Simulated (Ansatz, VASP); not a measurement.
**Two plane-wave programs on MgO**

```
Mg O
1.0
     3.48638    0.00000    0.00000
    -1.74319    3.01929    0.00000
     0.00000    0.00000    4.17804
Mg O
2 2
Cartesian
  1.7865 1.0497 3.1768
  0.0433 2.0562 1.0878
  1.7432 1.0064 1.0445
  0.0000 2.0129 3.1335
```

Change from the starting cell: all Mg atoms moved +0.075 Å, as atom 1 along Cartesian [1 1 1].

Alike in both runs: task single point; functional r2SCAN; k mesh 6 × 6 × 6; no spin polarisation.

```csv
,VASP,Ansatz
version,VASP 6.6.1,Ansatz 0.2.0
potentials or method,"VASP PAW PBE potentials, release 64 (Mg, O), cutoff 520 eV","scalar-relativistic, plane waves, PAW"
occupations,"methfessel-paxton of order 1, width 0.02 eV","cold, width 0.02 eV"
valence electrons in the cell,16,32
```

|  | VASP | Ansatz | Ansatz less VASP |
| --- | --- | --- | --- |
| gap on the k mesh at the Fermi level (eV) | 4.08 | 4.10 | +0.012 |
| least direct gap on the mesh (eV) | 4.08 | 4.10 | +0.012 |
| pressure (GPa) | -0.2 | 0.6 | +0.77 |
| traceless stress, the component that is largest in VASP (GPa) | 0.21 | 0.20 | -0.008 |
| rms of the force components (eV/Å) | 0.354 | 0.349 | -0.0049 |

VASP's potentials were made for PBE, not for r2SCAN. Atom by atom the forces differ by 0.005 eV/Å (rms over components). VASP's potentials hold 16 valence electrons a cell and Ansatz's 32, so a difference there can come from the potentials and not from the codes.
